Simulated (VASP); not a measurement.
Runs of VASP 6.6.1 on KSiH. The structure is that of space group P-6m2 (No. 187), or close to it. The cells are those of the table. The cell was generated, and may not be a known phase.

```csv
task,cell,k mesh,gap on the mesh (eV),pressure (GPa),relaxed volume (Å³/atom)
single point,"a = 4.166, b = 4.166, c = 4.434 Å, angles 90.0, 90.0, 120.0°, 3 atoms",6 × 6 × 4,none,-0.8,-
single point,"a = 3.474, b = 3.474, c = 5.594 Å, angles 90.0, 90.0, 120.0°, 3 atoms",18 × 18 × 8,none,0.0,-
relaxation of cell and atoms,"relaxed from a = 4.166, b = 4.166, c = 4.434 Å, angles 90.0, 90.0, 120.0°, 3 atoms",12 × 12 × 10,none,0.0,(a)
relaxation of cell and atoms,"relaxed from a = 3.462, b = 3.462, c = 5.603 Å, angles 90.0, 90.0, 120.0°, 3 atoms",18 × 18 × 8,none,0.0,19.49
single point,"a = 3.462, b = 3.462, c = 5.603 Å, angles 90.0, 90.0, 120.0°, 3 atoms",12 × 12 × 10,none,0.0,-
```

Alike in all rows: level PBE; potentials or basis VASP PAW PBE potentials, release 64 (K_sv, Si, H); no spin polarisation; cutoff (eV) 500; smearing gaussian 0.1 eV.

Q: Fill in the values left out.

A: (a) 19.38.

Caveats: the stress differs along the axes, from -3 to 3 GPa (at least some runs); a cell axis changed by over 15 % at a fixed basis, so the end point is rough (at least some runs).

A gap of «none» marks levels without a gap at the run's occupations.
